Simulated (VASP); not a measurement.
Input of a VASP 6.6.1 run:

Contents of INCAR:

```
SYSTEM = SnO2
ALGO     = Normal         ! electronic algorithm
EDIFF    = 1E-6           ! SCF threshold, eV
ENCUT    = 520            ! plane-wave cutoff, eV
GGA      = CA             ! functional
ISIF     = 2              ! what is computed and relaxed
ISMEAR   = 0              ! smearing method
LASPH    = .TRUE.         ! aspherical terms in the spheres
LCHARG   = .TRUE.         ! write CHGCAR
LELF     = .TRUE.         ! ELF
LREAL    = .FALSE.        ! projectors in reciprocal space
LVHAR    = .TRUE.       
LWAVE    = .FALSE.        ! write WAVECAR
NBANDS   = 35             ! bands
NELM     = 100            ! most SCF steps
PREC     = Accurate       ! precision mode
SIGMA    = 0.02           ! smearing width, eV
```

The input KPOINTS:

```
k-points
0
G
  6 6 8
  0 0 0
```

Contents of POSCAR:

```
SnO2
1.0
    4.7212714739      0.0000000000      0.0000000000
    0.0000000000      4.7242464798      0.0000000000
    0.0000000000      0.0000000000      3.1900193994
Sn O
2 4
Direct
    0.5000000000      0.5000000000      0.5000000000
    0.0000000000      0.0000000000      0.0000000000
    0.3055669673      0.3065721204      0.0000000000
    0.8055669673      0.1934278796      0.5000000000
    0.1944330327      0.8065721204      0.5000000000
    0.6944330327      0.6934278796      0.0000000000
```

Potentials or basis: VASP PAW LDA potentials, release 64 (Sn_d, O).

Run with:

```bash
$ cat potpaw_LDA.64/Sn_d/POTCAR potpaw_LDA.64/O/POTCAR > POTCAR
$ mpirun -np 1 vasp_std > vasp.out
```

(1) What does it give for the largest force?

(2) Estimate the pressure.

Results:

(1) 0.022 eV/Å.

(2) 1.1 GPa.
